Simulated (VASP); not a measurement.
**FeO: single point with PBEsol-based global hybrid with 25 % exact exchange**

Crystal: FeO.

```
CELL_PARAMETERS angstrom
2.61247 0.00000 0.00000
0.00000 2.61247 0.00000
0.00000 0.00000 2.61247
ATOMIC_POSITIONS crystal
Fe 0.00000 0.00000 0.00000
O 0.50000 0.50000 0.50000
```

```json
{
  "Program": "VASP 6.6.1",
  "Task": "single point",
  "Functional": "PBEsol-based global hybrid with 25 % exact exchange",
  "Potentials or basis": "VASP PAW PBE potentials, release 64 (Fe, O)",
  "Cutoff": "520 eV",
  "k mesh": "5 × 5 × 5",
  "Occupations": "fermi-dirac, width 0.05 eV",
  "Spin": "collinear spin, ferromagnetic start",
  "Starting moments": "[3.0, 0.0] μB",
  "Dipole correction": "no",
  "Grid for exact exchange (PRECFOCK)": "Normal",
  "Share of exact exchange": "0.25",
  "Further INCAR settings": "ALGO = Normal; EDIFF = 1e-07; NBANDS = 18"
}
```

- Pressure: -5.8 GPa
- Band gap on the k mesh: zero (filled and empty bands overlap)
- Net moment: 4.00 μB per cell
- Site moments: Fe +3.61; O +0.32 μB
- Valence electrons inside the program's atomic spheres: Fe 6.77; O 5.01

Levels at points of the mesh, in eV from the Fermi level:
Spin up:
```csv
k point,band 5,band 6,band 7,band 8,band 9,band 10,band 11,band 12,band 13,band 14
"(0.00, 0.00, 0.00)",-5.73,-5.70,-4.29,-4.29,-4.29,1.75,16.39,16.42,21.95,21.96
```
Spin down:
```csv
k point,band 2,band 3,band 4,band 5,band 6,band 7,band 8,band 9
"(0.00, 0.00, 0.00)",-3.25,-3.25,-3.23,-3.00,-2.81,2.73,4.06,4.06
```

It took 33 min on 1 thread of Intel(R) Xeon(R) Platinum 8259CL CPU @ 2.50GHz (Skylake/Cascade Lake), with other jobs on the host, peak memory 0.14 GiB.

Caveat: the k points lie up to 0.48 Å⁻¹ apart, too coarse for converged energies and pressures of a metal; the PAW data sets were made with another functional, which shifts forces and pressure a little; a cell with one magnetic atom can't hold antiferromagnetic order, which such compounds often take.
